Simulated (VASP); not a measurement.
A run of VASP 6.6.1 is set up as follows.

The input INCAR:

```
ALGO     = Normal         # electronic algorithm
EDIFF    = 1E-8           # SCF threshold, eV
ENCUT    = 520            # plane-wave cutoff, eV
GGA      = CA             # functional
ISIF     = 2              # what is computed and relaxed
ISMEAR   = -1             # smearing method
LASPH    = True           # aspherical terms in the spheres
LCHARG   = False          # write CHGCAR
LEFG     = True         
LREAL    = False          # projectors in reciprocal space
LWAVE    = False          # write WAVECAR
NBANDS   = 19             # bands
NELM     = 60             # most SCF steps
PREC     = Accurate       # precision mode
SIGMA    = 0.01           # smearing width, eV
```

File KPOINTS:

```
k-points
0
Gamma
  8 8 8
```

Contents of POSCAR:

```
SrCl2
1.0
    0.0000000000      3.5552100000      3.4855000000
    3.5552100000      0.0000000000      3.4855000000
    3.5552100000      3.5552100000      0.0000000000
Sr Cl
1 2
Direct
    0.0000000000      0.0000000000      0.0000000000
    0.2500000000      0.2500000000      0.2500000000
    0.7500000000      0.7500000000      0.7500000000
```

Potentials or basis: VASP PAW LDA potentials, release 64 (Sr_sv, Cl).

Command:

```sh
$ cat potpaw_LDA.64/Sr_sv/POTCAR potpaw_LDA.64/Cl/POTCAR > POTCAR
$ mpirun -np 1 vasp_std > vasp.out
```

Question: What does it give for the pressure?

Answer: -3.8 GPa.

Question: What does it give for the band gap on the k mesh?

Answer: 4.66 eV, indirect (least direct gap 4.97 eV).

Electric field gradients, principal values (V/Å²):
```
atom   least  middle  greatest (by size)
1 Sr  -1.730  -1.730               3.460
2 Cl   3.008   3.008              -6.016
3 Cl   3.008   3.008              -6.016
```

Caveat: the cell differs from its parent crystal (equal xx and yy strain of +2 %); without QUAD_EFG the Cq values of the log hold for a quadrupole moment of 1 mb, not for the nuclei. A k mesh can miss the band edges.
